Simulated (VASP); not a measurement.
MoS2:

```xyz
6
Lattice="3.1900 0.0000 0.0000 -1.5950 2.7626 0.0000 0.0000 0.0000 12.4056" Properties=species:S:1:pos:R:3 pbc="T T T"
Mo    1.5950    0.9209    9.3042
Mo    0.0000    1.8417    3.1014
S     1.5950    0.9209    4.6769
S     0.0000    1.8417   10.8797
S     1.5950    0.9209    1.5259
S     0.0000    1.8417    7.7287
```

Program: VASP 6.6.1. Alike in all runs: task single point; potentials or basis VASP PAW PBE potentials, release 64 (Mo_sv, S); no spin polarisation; cell as given; k mesh 10 × 10 × 3; cutoff (eV) 520; smearing fermi-dirac 0.05 eV.

Q: Order these runs on this cell by their pressure, lowest first.
A. level PBE+D3(BJ)
B. level RPBE+D3(BJ)
C. level PBE

A: B (-17.2 GPa), A (-4.8 GPa), C (-1.0 GPa).

Caveats: the PAW data sets were made with another functional, which shifts forces and pressure a little (some runs); this functional lacks dispersion, which binds the layers, so the pressure and a relaxed spacing across them are unreliable (some runs).
